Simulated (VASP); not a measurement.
# La (P6_3/mmc) in VASP: settings compared

La is run at these levels: PBEsol+U, PBEsol; tasks: single point, relaxation of cell and atoms.

All numbers are computed with VASP 6.6.1; they aren't measurements. Logs are shortened: lines on timing, memory, paths and dates and some standing lists are left out, and cuts for length are marked.

### 1 The cell of the first run

Symmetry: P6_3/mmc, No. 194, hexagonal system. The conventional cell has a = 3.744 Å, b = 3.744 Å, c = 6.173 Å, α = 90.00°, β = 90.00°, γ = 120.00°. La (site symmetry -6m2) has 12 La at 3.74 to 3.77 Å within 4.9 Å.

### 2 Single point, PBEsol+U

Input file INCAR:

```
SYSTEM = La
  PREC = Accurate
  ENCUT = 520
  EDIFF = 1E-6
  ISMEAR = -1
  SIGMA = 0.1
  LREAL = .FALSE.
  LASPH = .TRUE.
  NELM = 150
  ALGO = Normal
  ISIF = 2
  LWAVE = .FALSE.
  LCHARG = .FALSE.
  LMAXMIX = 6
  LDAU = .TRUE.
  LDAUTYPE = 2
  LDAUL = 3
  LDAUU = 8
  LDAUJ = 0
  LDAUPRINT = 1
  GGA = PS
  NBANDS = 18
```

Input file KPOINTS:

```
Automatic mesh
0
G
  10 10 6
  0 0 0
```

Input file POSCAR:

```
La
1.0
    3.7441520973      0.0000000000      0.0000000000
   -1.8720760487      3.2425308319      0.0000000000
    0.0000000000      0.0000000000      6.1727182133
La
2
Direct
    0.3333333333      0.6666666667      0.2500000000
    0.6666666667      0.3333333333      0.7500000000
```

Potentials or basis: VASP PAW PBE potentials, release 64 (La).

Launch:

```console
$ cat potpaw_PBE.64/La/POTCAR > POTCAR
$ mpirun -np 1 vasp_std > vasp.out
```

OUTCAR:

```text
SYSTEM = La
   PREC = Accurate
   ENCUT = 520
   EDIFF = 1E-6
   ISMEAR = -1
   LREAL = .FALSE.
   LASPH = .TRUE.
   NELM = 150
   ISIF = 2
   GGA = PS

 ion  position               nearest neighbor table
   1  0.333  0.667  0.250-
   2  0.667  0.333  0.750-

  LATTYP: Found a hexagonal cell.
 ALAT       =     3.7441520973
 C/A-ratio  =     1.6486291296

  Lattice vectors:

 A1 = (   3.7441520973,   0.0000000000,   0.0000000000)
 A2 = (  -1.8720760487,   3.2425308319,   0.0000000000)
 A3 = (   0.0000000000,   0.0000000000,   6.1727182133)

Analysis of symmetry for initial positions (statically):
=====================================================================
 Subroutine PRICEL returns:
 Original cell was already a primitive cell.

 Routine SETGRP: Setting up the symmetry group for a
 hexagonal supercell.

 Subroutine GETGRP returns: Found 24 space group operations
 (whereof 12 operations were pure point group operations)
 out of a pool of 24 trial point group operations.

The static configuration has the point symmetry D_3d.
 The point group associated with its full space group is D_6h.

Analysis of symmetry for dynamics (positions and initial velocities):
=====================================================================
 Subroutine PRICEL returns:
 Original cell was already a primitive cell.

 Routine SETGRP: Setting up the symmetry group for a
 hexagonal supercell.

 Subroutine GETGRP returns: Found 24 space group operations
 (whereof 12 operations were pure point group operations)
 out of a pool of 24 trial point group operations.

The dynamic configuration has the point symmetry D_3d.
 The point group associated with its full space group is D_6h.

 Subroutine INISYM returns: Found 24 space group operations
 (whereof 12 operations are pure point group operations),
 and found     1 'primitive' translations

----------------------------------------------------------------------------------------

                                     Primitive cell

  volume of cell :      74.9401

  direct lattice vectors                    reciprocal lattice vectors
     3.744152097  0.000000000  0.000000000     0.267083167  0.154200538  0.000000000
    -1.872076049  3.242530832  0.000000000     0.000000000  0.308401077  0.000000000
     0.000000000  0.000000000  6.172718213     0.000000000  0.000000000  0.162003183

  length of vectors
     3.744152097  3.744152097  6.172718213     0.308401077  0.308401077  0.162003183

  position of ions in fractional coordinates (direct lattice)
     0.333333333  0.666666667  0.250000000
     0.666666667  0.333333333  0.750000000

  ion indices of the primitive-cell ions
   primitive index   ion index
[... 151 lines left out ...]
  o =  0.0014  v =  0.0000  0.0000  0.0000  0.0000  0.0000  0.0000  0.0000 -0.0000 -0.1155  0.0000  0.0000 -0.0000  0.9933  0.0000      0.0000  0.0000  0.0000  0.0000  0.0000  0.0000  0.0000  0.0000  0.0000  0.0000  0.0000  0.0000  0.0000  0.0000
  o =  0.0019  v =  0.0000  0.0000  0.0000  0.0000  0.0000  0.0000  0.0000 -1.0000  0.0000 -0.0000 -0.0000 -0.0000  0.0000  0.0000      0.0000  0.0000  0.0000  0.0000  0.0000  0.0000  0.0000  0.0000  0.0000  0.0000  0.0000  0.0000  0.0000  0.0000
  o =  0.0019  v = -1.0000  0.0000 -0.0000 -0.0000 -0.0000  0.0000  0.0000  0.0000  0.0000  0.0000  0.0000  0.0000  0.0000  0.0000      0.0000  0.0000  0.0000  0.0000  0.0000  0.0000  0.0000  0.0000  0.0000  0.0000  0.0000  0.0000  0.0000  0.0000
  o =  0.0019  v = -0.0000  0.0000  0.0000  1.0000  0.0000  0.0000 -0.0000  0.0000  0.0000  0.0000  0.0000  0.0000  0.0000  0.0000      0.0000  0.0000  0.0000  0.0000  0.0000  0.0000  0.0000  0.0000  0.0000  0.0000  0.0000  0.0000  0.0000  0.0000
  o =  0.0019  v =  0.0000  0.0000  0.0000  0.0000  0.0000  0.0000  0.0000 -0.0000  0.0000  0.0000  1.0000  0.0000  0.0000 -0.0000      0.0000  0.0000  0.0000  0.0000  0.0000  0.0000  0.0000  0.0000  0.0000  0.0000  0.0000  0.0000  0.0000  0.0000

atom =   2  type =  1  l = 3

 onsite density matrix

spin component  1

  0.0019  0.0000  0.0000 -0.0000  0.0000 -0.0000 -0.0000
  0.0000  0.0014  0.0000  0.0000  0.0000 -0.0000  0.0000
  0.0000  0.0000  0.0007  0.0000 -0.0000 -0.0000 -0.0000
 -0.0000  0.0000  0.0000  0.0019 -0.0000  0.0000 -0.0000
  0.0000  0.0000 -0.0000 -0.0000  0.0007 -0.0000  0.0000
 -0.0000 -0.0000 -0.0000  0.0000 -0.0000  0.0014  0.0000
 -0.0000  0.0000 -0.0000 -0.0000  0.0000  0.0000  0.0005

spin component  2

  0.0019  0.0000  0.0000 -0.0000  0.0000 -0.0000 -0.0000
  0.0000  0.0014  0.0000  0.0000  0.0000 -0.0000  0.0000
  0.0000  0.0000  0.0007  0.0000 -0.0000 -0.0000 -0.0000
 -0.0000  0.0000  0.0000  0.0019 -0.0000  0.0000 -0.0000
  0.0000  0.0000 -0.0000 -0.0000  0.0007 -0.0000  0.0000
 -0.0000 -0.0000 -0.0000  0.0000 -0.0000  0.0014  0.0000
 -0.0000  0.0000 -0.0000 -0.0000  0.0000  0.0000  0.0005

 occupancies and eigenvectors

  o =  0.0005  v = -0.0000 -0.0000 -0.0000 -0.0000  0.0000  0.0000 -1.0000  0.0000  0.0000  0.0000  0.0000  0.0000  0.0000  0.0000      0.0000  0.0000  0.0000  0.0000  0.0000  0.0000  0.0000  0.0000  0.0000  0.0000  0.0000  0.0000  0.0000  0.0000
  o =  0.0005  v =  0.0000  0.0000  0.0000  0.0000  0.0000  0.0000  0.0000 -0.0000 -0.0000 -0.0000 -0.0000  0.0000  0.0000 -1.0000      0.0000  0.0000  0.0000  0.0000  0.0000  0.0000  0.0000  0.0000  0.0000  0.0000  0.0000  0.0000  0.0000  0.0000
  o =  0.0007  v =  0.0000  0.0000 -0.6680  0.0000 -0.7441 -0.0000  0.0000  0.0000  0.0000  0.0000  0.0000  0.0000  0.0000  0.0000      0.0000  0.0000  0.0000  0.0000  0.0000  0.0000  0.0000  0.0000  0.0000  0.0000  0.0000  0.0000  0.0000  0.0000
  o =  0.0007  v =  0.0000  0.0000  0.0000  0.0000  0.0000  0.0000  0.0000  0.0000  0.0000 -0.6680  0.0000 -0.7441 -0.0000  0.0000      0.0000  0.0000  0.0000  0.0000  0.0000  0.0000  0.0000  0.0000  0.0000  0.0000  0.0000  0.0000  0.0000  0.0000
  o =  0.0007  v =  0.0000  0.0000  0.0000  0.0000  0.0000  0.0000  0.0000 -0.0000  0.0000 -0.7441  0.0000  0.6680 -0.0000  0.0000      0.0000  0.0000  0.0000  0.0000  0.0000  0.0000  0.0000  0.0000  0.0000  0.0000  0.0000  0.0000  0.0000  0.0000
  o =  0.0007  v = -0.0000  0.0000 -0.7441  0.0000  0.6680 -0.0000  0.0000  0.0000  0.0000  0.0000  0.0000  0.0000  0.0000  0.0000      0.0000  0.0000  0.0000  0.0000  0.0000  0.0000  0.0000  0.0000  0.0000  0.0000  0.0000  0.0000  0.0000  0.0000
  o =  0.0014  v = -0.0000  0.4580 -0.0000 -0.0000  0.0000  0.8889 -0.0000  0.0000  0.0000  0.0000  0.0000  0.0000  0.0000  0.0000      0.0000  0.0000  0.0000  0.0000  0.0000  0.0000  0.0000  0.0000  0.0000  0.0000  0.0000  0.0000  0.0000  0.0000
  o =  0.0014  v =  0.0000 -0.8889  0.0000  0.0000 -0.0000  0.4580  0.0000  0.0000  0.0000  0.0000  0.0000  0.0000  0.0000  0.0000      0.0000  0.0000  0.0000  0.0000  0.0000  0.0000  0.0000  0.0000  0.0000  0.0000  0.0000  0.0000  0.0000  0.0000
  o =  0.0014  v =  0.0000  0.0000  0.0000  0.0000  0.0000  0.0000  0.0000  0.0000 -0.8889  0.0000  0.0000 -0.0000  0.4580  0.0000      0.0000  0.0000  0.0000  0.0000  0.0000  0.0000  0.0000  0.0000  0.0000  0.0000  0.0000  0.0000  0.0000  0.0000
  o =  0.0014  v =  0.0000  0.0000  0.0000  0.0000  0.0000  0.0000  0.0000 -0.0000  0.4580 -0.0000 -0.0000  0.0000  0.8889 -0.0000      0.0000  0.0000  0.0000  0.0000  0.0000  0.0000  0.0000  0.0000  0.0000  0.0000  0.0000  0.0000  0.0000  0.0000
  o =  0.0019  v =  0.0000  0.0000  0.0000  0.0000  0.0000  0.0000  0.0000 -1.0000 -0.0000 -0.0000 -0.0000 -0.0000  0.0000  0.0000      0.0000  0.0000  0.0000  0.0000  0.0000  0.0000  0.0000  0.0000  0.0000  0.0000  0.0000  0.0000  0.0000  0.0000
  o =  0.0019  v = -1.0000 -0.0000 -0.0000 -0.0000 -0.0000  0.0000  0.0000  0.0000  0.0000  0.0000  0.0000  0.0000  0.0000  0.0000      0.0000  0.0000  0.0000  0.0000  0.0000  0.0000  0.0000  0.0000  0.0000  0.0000  0.0000  0.0000  0.0000  0.0000
  o =  0.0019  v =  0.0000 -0.0000  0.0000 -1.0000  0.0000 -0.0000  0.0000  0.0000  0.0000  0.0000  0.0000  0.0000  0.0000  0.0000      0.0000  0.0000  0.0000  0.0000  0.0000  0.0000  0.0000  0.0000  0.0000  0.0000  0.0000  0.0000  0.0000  0.0000
  o =  0.0019  v =  0.0000  0.0000  0.0000  0.0000  0.0000  0.0000  0.0000  0.0000 -0.0000  0.0000 -1.0000  0.0000 -0.0000  0.0000      0.0000  0.0000  0.0000  0.0000  0.0000  0.0000  0.0000  0.0000  0.0000  0.0000  0.0000  0.0000  0.0000  0.0000

 number of electron      21.9999999 magnetization

 Free energy of the ion-electron system (eV)
  ---------------------------------------------------
  ext. energy  EPLUGINS =         0.00000000
  ---------------------------------------------------
  free energy    TOTEN  =       -10.34337259 eV

  energy without entropy =      -10.23306415  energy(sigma->0) =      -10.28821837

 E-fermi :   7.7241     XC(G=0):  -9.6555

 val. band max:        7.7170656170   @ k =   0.2000   0.1000   0.5000
 cond. band min:       7.7314501462   @ k =   0.3000   0.3000   0.3333
 fundamental gap:      0.0143845291
 Fermi energy:         7.7240775820

 k-point     1 :       0.0000    0.0000    0.0000
  band No.  band energies     occupation
      1     -25.3565      2.00000
      2     -25.1764      2.00000
      3      -9.6018      2.00000
      4      -8.4312      2.00000
      5      -8.4312      2.00000
      6      -8.2785      2.00000
[... 481 lines left out ...]
      5      -8.9425      2.00000
      6      -8.7658      2.00000
[... 10 lines left out ...]
     17      12.1611      0.00000
     18      12.4746      0.00000

 [... further k-points ...]

------------------------ aborting loop because EDIFF is reached ----------------------------------------

  FORCE on cell =-STRESS in cart. coord.  units (eV):
  Direction    XX          YY          ZZ          XY          YZ          ZX
  --------------------------------------------------------------------------------------
  -------------------------------------------------------------------------------------
  Total       -0.1722109     -0.1722109     -0.2233223      0.0000000      0.0000000      0.0000000
  in kB       -3.6817754     -3.6817754     -4.7745089      0.0000000      0.0000000      0.0000000
  external PRESSURE =      -4.0460199 kB  Pullay stress =       0.0000000 kB

 VOLUME and BASIS-vectors are now :
 -----------------------------------------------------------------------------
  energy-cutoff  :      520.00
  volume of cell :       74.94
      direct lattice vectors                 reciprocal lattice vectors
     3.744152097  0.000000000  0.000000000     0.267083167  0.154200538  0.000000000
    -1.872076049  3.242530832  0.000000000     0.000000000  0.308401077  0.000000000
     0.000000000  0.000000000  6.172718213     0.000000000  0.000000000  0.162003183

 POSITION                                       TOTAL-FORCE (eV/Angst)
 -----------------------------------------------------------------------------------
     -0.00000      2.16169      1.54318         0.000000      0.000000      0.000000
      1.87208      1.08084      4.62954        -0.000000     -0.000000      0.000000
 -----------------------------------------------------------------------------------
    total drift:                               -0.000000      0.000000     -0.000000

  FREE ENERGIE OF THE ION-ELECTRON SYSTEM (eV)
  ---------------------------------------------------
  free  energy   TOTEN  =       -10.3433725936 eV

  energy  without entropy=      -10.2330641481  energy(sigma->0) =      -10.28821837
```

Wall time 84 s (1 thread of Intel Xeon 6975P-C, shared host); peak memory 0.24 GiB.

Results:

| Item | Value |
| --- | --- |
| Free energy | -10.3434 eV |
| Pressure | -0.4 GPa |
| Band gap on the k mesh | zero (band 11 reaches 8.93 eV, above the bottom of band 12 at 7.26 eV) |

Eigenvalues of the final occupation matrices:
| site | spin | trace | eigenvalues |
| --- | --- | --- | --- |
| site 1 f | 1 | 0.01 | 0.00 0.00 0.00 0.00 0.00 0.00 0.00 |
| site 1 f | 2 | 0.01 | 0.00 0.00 0.00 0.00 0.00 0.00 0.00 |
| site 2 f | 1 | 0.01 | 0.00 0.00 0.00 0.00 0.00 0.00 0.00 |
| site 2 f | 2 | 0.01 | 0.00 0.00 0.00 0.00 0.00 0.00 0.00 |

Caveat: the PAW data sets were made with another functional, which shifts forces and pressure a little; spin-orbit coupling is left out, which moves the levels of the heavy elements; U without spin polarisation on a metal has little footing; the U is typed as a test and isn't derived for this compound.

[end of part 1 of 2]
